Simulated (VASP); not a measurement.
A run of VASP 6.6.1 is set up as follows.

Contents of INCAR:

```
PREC     = Accurate       # precision mode
ENCUT    = 520            # plane-wave cutoff, eV
EDIFF    = 1E-8           # SCF threshold, eV
ISMEAR   = -1             # smearing method
SIGMA    = 0.03           # smearing width, eV
LREAL    = F              # projectors in reciprocal space
LASPH    = T              # aspherical terms in the spheres
NELM     = 60             # most SCF steps
ALGO     = Normal         # electronic algorithm
ISIF     = 2              # what is computed and relaxed
LWAVE    = F              # write WAVECAR
LCHARG   = F              # write CHGCAR
GGA      = PE             # functional
LEFG     = T            
NBANDS   = 19             # bands
```

The input KPOINTS:

```
Automatic mesh
0
Gamma
  16 16 8
```

Contents of POSCAR:

```
Zn
1.0
    2.6287828538      0.0000000000      0.0000000000
   -1.3143914269      2.2765927324      0.0000000000
    0.0000000000      0.0000000000      4.8798445072
Zn
2
Direct
    0.3333333333      0.6666666667      0.2500000000
    0.6666666667      0.3333333333      0.7500000000
```

Potentials or basis: VASP PAW PBE potentials, release 64 (Zn).

Launch:

```sh
$ cat potpaw_PBE.64/Zn/POTCAR > POTCAR
$ mpirun -np 1 vasp_std > vasp.out
```

(1) Predict the band gap on the k mesh.

(2) Predict the pressure.

Results:

(1) zero (bands 12 and 13 overlap by 4.33 eV).

(2) 3.2 GPa.

Caveat: the cell stands under pressure; without QUAD_EFG the Cq values of the log hold for a quadrupole moment of 1 mb, not for the nuclei.
